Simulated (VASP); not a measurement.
Crystal: Sc3Si2.

```
Sc Si
1.0
     3.04820    1.75988    5.54818
    -3.04820    1.75988    5.54818
     0.00000   -3.51975    5.54818
Sc Si
6 4
Direct
  0.05625 0.44375 0.75000
  0.75000 0.05625 0.44375
  0.44375 0.75000 0.05625
  0.94375 0.55625 0.25000
  0.25000 0.94375 0.55625
  0.55625 0.25000 0.94375
  0.85218 0.85218 0.85218
  0.64782 0.64782 0.64782
  0.14782 0.14782 0.14782
  0.35218 0.35218 0.35218
```

```yaml
Program: VASP 6.6.1
Task: relaxation of cell and atoms
Functional: PBE
Potentials_or_basis: VASP PAW PBE potentials, release 64 (Sc_sv, Si)
Cutoff: 600 eV
k_mesh: 3 × 3 × 3
Occupations: gaussian, width 0.1 eV
Spin: no spin polarisation
```

At the start: pressure 31.8 GPa; volume 17.86 Å³/atom.

Q: How do energy, volume and symmetry change on relaxing?

A: Over 9 steps the energy falls by 488.2 meV/atom and the volume is 23.76 Å³/atom (+33.0 %); space group R-3c (No. 167, to 0.1 Å) before and after.

Step by step:
```tsv
step	energy change (eV)	largest force (eV/Å)	pressure (GPa)	volume (Å³)
1	0.0000	1.0633	31.85	178.58
2	-3.2132	0.4035	-9.00	286.91
3	-4.8147	0.4889	-0.34	238.08
4	-4.8145	0.4976	0.03	236.78
5	-4.8703	0.2078	0.19	236.47
6	-4.8801	0.0392	0.34	236.27
7	-4.8801	0.0317	0.33	236.28
8	-4.8816	0.0198	-0.17	238.01
9	-4.8818	0.0228	-0.05	237.60
```

Final structure:
```xyz
10
Lattice="3.3772 1.9498 6.0138 -3.3772 1.9498 6.0138 0.0000 -3.8996 6.0138" Properties=species:S:1:pos:R:3 pbc="T T T"
Sc   -1.3373   -1.9498    7.5172
Sc    2.3572   -0.1832    7.5172
Sc   -1.0199    2.1330    7.5172
Sc    1.3373    1.9498   10.5241
Sc   -2.3572    0.1832   10.5241
Sc    1.0199   -2.1330   10.5241
Si    0.0000    0.0000   15.3029
Si    0.0000    0.0000   11.7591
Si    0.0000    0.0000    2.7384
Si    0.0000    0.0000    6.2822
```

Caveat: the k points lie up to 0.38 Å⁻¹ apart in the final cell; the volume moved by over 15 % at a fixed basis, so the end points are rough.
